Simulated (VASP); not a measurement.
# CsSnI3 (Pm-3m) in VASP: further runs

Runs on CsSnI3. Level: r2SCAN. Tasks: single point.

All numbers are computed with VASP 6.6.1; they aren't measurements. Logs are shortened: lines on timing, memory, paths and dates and some standing lists are left out, and cuts for length are marked.

**1. The cell of the first run**

Symmetry: Pm-3m, No. 221, cubic system. Conventional cell: a = 6.286 Å, b = 6.286 Å, c = 6.286 Å, α = 90.00°, β = 90.00°, γ = 90.00°. Within 5.8 Å of Cs (site symmetry m-3m) lie 12 I at 4.44 Å and 8 Sn at 5.44 Å. Sn (site symmetry m-3m) has 6 I at 3.14 Å within 4.1 Å. Within 4.1 Å of I (site symmetry 4/mmm) lie 2 Sn at 3.14 Å.

**2. Single point, r2SCAN (49.68 Å³/atom)**

Contents of POSCAR:

```
CsSnI3
1.0
    6.2859886262      0.0000000000      0.0000000000
    0.0000000000      6.2859886262      0.0000000000
    0.0000000000      0.0000000000      6.2859886262
Cs Sn I
1 1 3
Direct
    0.0000000000      0.0000000000      0.0000000000
    0.5000000000      0.5000000000      0.5000000000
    0.0000000000      0.5000000000      0.5000000000
    0.5000000000      0.0000000000      0.5000000000
    0.5000000000      0.5000000000      0.0000000000
```

Contents of INCAR.step1:

```
SYSTEM = CsSnI3
PREC     = Accurate       ! precision mode
ENCUT    = 520            ! plane-wave cutoff, eV
ISMEAR   = 0              ! smearing method
SIGMA    = 0.02           ! smearing width, eV
LREAL    = .FALSE.        ! projectors in reciprocal space
LASPH    = .TRUE.         ! aspherical terms in the spheres
NELM     = 60             ! most SCF steps
NBANDS   = 30             ! bands
GGA      = PE             ! functional
ALGO     = Normal         ! electronic algorithm
EDIFF    = 1E-4           ! SCF threshold, eV
LWAVE    = .TRUE.         ! write WAVECAR
LCHARG   = .FALSE.        ! write CHGCAR
```

Contents of INCAR.step2:

```
SYSTEM = CsSnI3
PREC     = Accurate       ! precision mode
ENCUT    = 520            ! plane-wave cutoff, eV
EDIFF    = 1E-7           ! SCF threshold, eV
ISMEAR   = 0              ! smearing method
SIGMA    = 0.02           ! smearing width, eV
LREAL    = .FALSE.        ! projectors in reciprocal space
LASPH    = .TRUE.         ! aspherical terms in the spheres
NELM     = 60             ! most SCF steps
ALGO     = Normal         ! electronic algorithm
ISIF     = 2              ! what is computed and relaxed
LWAVE    = .FALSE.        ! write WAVECAR
LCHARG   = .TRUE.         ! write CHGCAR
METAGGA  = R2SCAN         ! meta-GGA
LMIXTAU  = .TRUE.       
LELF     = .TRUE.         ! ELF
LVHAR    = .TRUE.       
NBANDS   = 30             ! bands
ISTART   = 1
```

Contents of KPOINTS:

```
regular mesh
0
G
  6 6 6
  0 0 0
```

Potentials or basis: VASP PAW PBE potentials, release 64 (Cs_sv, Sn_d, I).

The run is started by

```sh
> cat potpaw_PBE.64/Cs_sv/POTCAR potpaw_PBE.64/Sn_d/POTCAR potpaw_PBE.64/I/POTCAR > POTCAR
> cp INCAR.step1 INCAR
> mpirun -np 1 vasp_std > vasp.out
> cp INCAR.step2 INCAR
> mpirun -np 1 vasp_std > vasp.out
```

OUTCAR:

```text
SYSTEM = CsSnI3
   PREC = Accurate
   ENCUT = 520
   EDIFF = 1E-7
   ISMEAR = 0
   LREAL = .FALSE.
   LASPH = .TRUE.
   NELM = 60
   ISIF = 2
   METAGGA = R2SCAN
   ISTART = 1

 ion  position               nearest neighbor table
   1  0.000  0.000  0.000-
   2  0.500  0.500  0.500-   3 3.14   4 3.14   5 3.14   5 3.14   4 3.14   3 3.14
   3  0.000  0.500  0.500-   2 3.14   2 3.14
   4  0.500  0.000  0.500-   2 3.14   2 3.14
   5  0.500  0.500  0.000-   2 3.14   2 3.14

  LATTYP: Found a simple cubic cell.
 ALAT       =     6.2859886262

  Lattice vectors:

 A1 = (   6.2859886262,   0.0000000000,   0.0000000000)
 A2 = (   0.0000000000,   6.2859886262,   0.0000000000)
 A3 = (   0.0000000000,   0.0000000000,   6.2859886262)

Analysis of symmetry for initial positions (statically):
=====================================================================
 Subroutine PRICEL returns:
 Original cell was already a primitive cell.

 Routine SETGRP: Setting up the symmetry group for a
 simple cubic supercell.

 Subroutine GETGRP returns: Found 48 space group operations
 (whereof 48 operations were pure point group operations)
 out of a pool of 48 trial point group operations.

The static configuration has the point symmetry O_h .

Analysis of symmetry for dynamics (positions and initial velocities):
=====================================================================
 Subroutine PRICEL returns:
 Original cell was already a primitive cell.

 Routine SETGRP: Setting up the symmetry group for a
 simple cubic supercell.

 Subroutine GETGRP returns: Found 48 space group operations
 (whereof 48 operations were pure point group operations)
 out of a pool of 48 trial point group operations.

The dynamic configuration has the point symmetry O_h .

 Subroutine INISYM returns: Found 48 space group operations
 (whereof 48 operations are pure point group operations),
 and found     1 'primitive' translations

----------------------------------------------------------------------------------------

                                     Primitive cell

  volume of cell :     248.3824

  direct lattice vectors                    reciprocal lattice vectors
     6.285988626  0.000000000  0.000000000     0.159083966  0.000000000  0.000000000
     0.000000000  6.285988626  0.000000000     0.000000000  0.159083966  0.000000000
     0.000000000  0.000000000  6.285988626     0.000000000  0.000000000  0.159083966

  length of vectors
     6.285988626  6.285988626  6.285988626     0.159083966  0.159083966  0.159083966

  position of ions in fractional coordinates (direct lattice)
     0.000000000  0.000000000  0.000000000
     0.500000000  0.500000000  0.500000000
     0.000000000  0.500000000  0.500000000
     0.500000000  0.000000000  0.500000000
     0.500000000  0.500000000  0.000000000

  ion indices of the primitive-cell ions
   primitive index   ion index
                 1           1
                 2           2
                 3           3
                 4           4
                 5           5

----------------------------------------------------------------------------------------

 KPOINTS: regular mesh

Automatic generation of k-mesh.
 Grid dimensions read from file:
 generate k-points for:    6    6    6

 Generating k-lattice:

  Cartesian coordinates                     Fractional coordinates (reciprocal lattice)
     0.026513994  0.000000000  0.000000000     0.166666667  0.000000000  0.000000000
     0.000000000  0.026513994  0.000000000     0.000000000  0.166666667  0.000000000
     0.000000000  0.000000000  0.026513994     0.000000000  0.000000000  0.166666667

  Length of vectors
     0.026513994  0.026513994  0.026513994

  Shift w.r.t. Gamma in fractional coordinates (k-lattice)
     0.000000000  0.000000000  0.000000000

 Subroutine IBZKPT returns following result:
 ===========================================

 Found     20 irreducible k-points:

 Following reciprocal coordinates:
            Coordinates               Weight
  0.000000  0.000000  0.000000      1.000000
  0.166667  0.000000  0.000000      6.000000
  0.333333  0.000000  0.000000      6.000000
  0.500000  0.000000  0.000000      3.000000
  0.166667  0.166667  0.000000     12.000000
  0.333333  0.166667  0.000000     24.000000
[... 12 lines left out ...]
  0.500000  0.500000  0.333333      6.000000
  0.500000  0.500000  0.500000      1.000000
   k-points           NKPTS =     20   k-points in BZ     NKDIM =     20   number of bands    NBANDS=     30
   number of dos      NEDOS =    301   number of ions     NIONS =      5
   total plane-waves  NPLWV = 110592
   dimension x,y,z NGX =    48 NGY =   48 NGZ =   48
   dimension x,y,z NGXF=    96 NGYF=   96 NGZF=   96
   ions per type =               1   1   3
   NGX,Y,Z   is equivalent  to a cutoff of  12.69, 12.69, 12.69 a.u.
   NGXF,Y,Z  is equivalent  to a cutoff of  25.39, 25.39, 25.39 a.u.
 SYSTEM =  CsSnI3
   PREC   = accura    normal or accurate (medium, high low for compatibility)
   ISTART =      1    job   : 0-new  1-cont  2-samecut
   ICHARG =      0    charge: 1-file 2-atom 10-const
   ISPIN  =      1    spin polarized calculation?
   LNONCOLLINEAR =      F non collinear calculations
   LSORBIT =      F    spin-orbit coupling
   LASPH  =      T    aspherical Exc in radial PAW
   ENCUT  =  520.0 eV  38.22 Ry    6.18 a.u.  11.69 11.69 11.69*2*pi/ulx,y,z
   NELM   =     60;   NELMIN=  2; NELMDL=  0     # of ELM steps
   EDIFF  = 0.1E-06   stopping-criterion for ELM
   LREAL  =      F    real-space projection
   EDIFFG = 0.1E-05   stopping-criterion for IOM
   NSW    =      0    number of steps for IOM
   IBRION =     -1    ionic relax: 0-MD 1-quasi-New 2-CG
   NFREE  =      0    steps in history (QN), initial steepest desc. (CG)
   ISIF   =      2    stress and relaxation
   ISYM   =      2    0-nonsym 1-usesym 2-fastsym
   POTIM  = 0.5000    time-step for ionic-motion
   TEBEG  =    0.0;   TEEND  =   0.0 temperature during run
   PSTRESS=    0.0 pullay stress
   NELECT =      44.0000    total number of electrons
   NUPDOWN=      -1.0000    fix difference up-down
   EMIN   =  10.00;   EMAX   =-10.00  energy-range for DOS
   EFERMI =   0.00;   METHOD = LEGACY
   ISMEAR =     0;   SIGMA  =   0.02  broadening in eV -4-tet -1-fermi 0-gaus
   EFERMI_NEDOS =   21; number of points for ismear=-14 and -15
   IALGO  =     38    algorithm
   IMIX   =      4    mixing-type and parameters
     AMIX     =   0.40;   BMIX     =  1.00
     AMIX_MAG =   1.60;   BMIX_MAG =  1.00
  volume/ion in A,a.u.               =      49.68       335.23
  Fermi-wavevector in a.u.,A,eV,Ry     =   0.919430  1.737471 11.501713  0.845352
  Thomas-Fermi vector in A             =   2.044623
   LORBIT       =      0    0 simple, 1 ext, 2 COOP (PROOUT), +10 PAW based schemes
   METAGGA = R2SCAN    functional components
   LHFCALC =     F    Hartree Fock is set to
   AEXX    =    0.0000 exact exchange contribution
   IVDW    =     0    specifies the selected vdW correction
   LEPSILON=     F    determine dielectric tensor
   LRPA    =     F    only Hartree local field effects (RPA)
 non-spin polarized calculation
 Gauss-broadening in eV      SIGMA  =   0.02
  energy-cutoff  :      520.00
  volume of cell :      248.38
 maximum number of plane-waves:      6728
 NGX is ok and might be reduce to    48
   NGX = 23   NGY = 23   NGZ = 23

 number of electron      43.9999982 magnetization

 Free energy of the ion-electron system (eV)
  ---------------------------------------------------
  ext. energy  EPLUGINS =         0.00000000
  ---------------------------------------------------
  free energy    TOTEN  =      -128.68092687 eV

  energy without entropy =     -128.68092687  energy(sigma->0) =     -128.68092687

 E-fermi :   2.4498     XC(G=0):  -7.7391

 val. band max:        2.3558365669   @ k =   0.5000   0.5000   0.5000
 cond. band min:       2.9556596085   @ k =   0.5000   0.5000   0.5000
 fundamental gap:      0.5998230415
 Fermi energy:         2.4497608140

 k-point     1 :       0.0000    0.0000    0.0000
  band No.  band energies     occupation
      1     -20.5915      2.00000
      2     -20.4472      2.00000
      3     -20.4472      2.00000
      4     -20.4256      2.00000
      5     -20.4256      2.00000
      6     -20.4256      2.00000
[... 22 lines left out ...]
     29       7.2527      0.00000
     30       7.2527      0.00000

 k-point     2 :       0.1667    0.0000    0.0000
  band No.  band energies     occupation
      1     -20.5914      2.00000
      2     -20.4472      2.00000
      3     -20.4469      2.00000
      4     -20.4256      2.00000
      5     -20.4256      2.00000
      6     -20.4256      2.00000
[... 22 lines left out ...]
     29       6.5290      0.00000
     30       7.2225      0.00000

 k-point     3 :       0.3333    0.0000    0.0000
  band No.  band energies     occupation
      1     -20.5912      2.00000
      2     -20.4472      2.00000
      3     -20.4461      2.00000
      4     -20.4257      2.00000
      5     -20.4257      2.00000
      6     -20.4256      2.00000
[... 22 lines left out ...]
     29       6.8706      0.00000
     30       7.4508      0.00000

 k-point     4 :       0.5000    0.0000    0.0000
  band No.  band energies     occupation
      1     -20.5911      2.00000
      2     -20.4472      2.00000
      3     -20.4458      2.00000
      4     -20.4257      2.00000
      5     -20.4257      2.00000
      6     -20.4256      2.00000
[... 484 lines left out ...]
     29       7.1619      0.00000
     30       7.7144      0.00000

 k-point    19 :       0.5000    0.5000    0.3333
  band No.  band energies     occupation
      1     -20.5906      2.00000
      2     -20.4454      2.00000
      3     -20.4451      2.00000
      4     -20.4259      2.00000
      5     -20.4258      2.00000
      6     -20.4258      2.00000
[... 22 lines left out ...]
     29       6.9870      0.00000
     30       7.8656      0.00000

 k-point    20 :       0.5000    0.5000    0.5000
  band No.  band energies     occupation
      1     -20.5905      2.00000
      2     -20.4450      2.00000
      3     -20.4450      2.00000
      4     -20.4259      2.00000
      5     -20.4259      2.00000
      6     -20.4259      2.00000
[... 22 lines left out ...]
     29       6.8601      0.00000
     30       8.0539      0.00000

------------------------ aborting loop because EDIFF is reached ----------------------------------------

  FORCE on cell =-STRESS in cart. coord.  units (eV):
  Direction    XX          YY          ZZ          XY          YZ          ZX
  --------------------------------------------------------------------------------------
  -------------------------------------------------------------------------------------
  Total       -0.7552440     -0.7552440     -0.7552440     -0.0000000     -0.0000000      0.0000000
  in kB       -4.8716611     -4.8716611     -4.8716611     -0.0000000     -0.0000000      0.0000000
  external PRESSURE =      -4.8716611 kB  Pullay stress =       0.0000000 kB

 VOLUME and BASIS-vectors are now :
 -----------------------------------------------------------------------------
  energy-cutoff  :      520.00
  volume of cell :      248.38
      direct lattice vectors                 reciprocal lattice vectors
     6.285988626  0.000000000  0.000000000     0.159083966  0.000000000  0.000000000
     0.000000000  6.285988626  0.000000000     0.000000000  0.159083966  0.000000000
     0.000000000  0.000000000  6.285988626     0.000000000  0.000000000  0.159083966

 POSITION                                       TOTAL-FORCE (eV/Angst)
 -----------------------------------------------------------------------------------
      0.00000      0.00000      0.00000         0.000000      0.000000      0.000000
      3.14299      3.14299      3.14299         0.000000      0.000000      0.000000
      0.00000      3.14299      3.14299         0.000000      0.000000      0.000000
      3.14299      0.00000      3.14299         0.000000      0.000000      0.000000
      3.14299      3.14299      0.00000         0.000000      0.000000      0.000000
 -----------------------------------------------------------------------------------
    total drift:                                0.000000     -0.000000     -0.000000

  FREE ENERGIE OF THE ION-ELECTRON SYSTEM (eV)
  ---------------------------------------------------
  free  energy   TOTEN  =      -128.6809268742 eV

  energy  without entropy=     -128.6809268742  energy(sigma->0) =     -128.68092687
```

Wall time 3.5 min (1 thread of Intel Xeon 6975P-C (Granite Rapids), shared host); peak memory 0.45 GiB.

What came out:

```
Free energy            : -128.6809 eV
Pressure               : -0.5 GPa
Band gap on the k mesh : 0.60 eV
```

Levels at points of the mesh, in eV from the valence-band top:
| k point | band 18 | band 19 | band 20 | band 21 | band 22 | band 23 | band 24 | band 25 | band 26 | band 27 |
| --- | --- | --- | --- | --- | --- | --- | --- | --- | --- | --- |
| (0.00, 0.00, 0.00) | -2.36 | -2.36 | -2.23 | -2.23 | -2.23 | 2.70 | 3.56 | 3.56 | 3.96 | 3.96 |
| (0.50, 0.00, 0.00) | -2.59 | -2.51 | -2.33 | -2.33 | -1.61 | 1.31 | 4.19 | 4.35 | 4.56 | 4.56 |
| (0.50, 0.50, 0.00) | -2.65 | -2.65 | -2.59 | -1.81 | -0.79 | 1.01 | 1.01 | 4.22 | 4.76 | 4.90 |
| (0.50, 0.50, 0.50) | -2.59 | -1.79 | -1.79 | -1.79 | 0.00 | 0.60 | 0.60 | 0.60 | 3.55 | 4.50 |

Caveat: semilocal functionals underestimate gaps, and a narrow one can read as zero; the PAW data sets were made with another functional, which shifts forces and pressure a little; spin-orbit coupling is left out, which moves the levels of the heavy elements. A k mesh can miss the band edges.

[end of part 1 of 2]
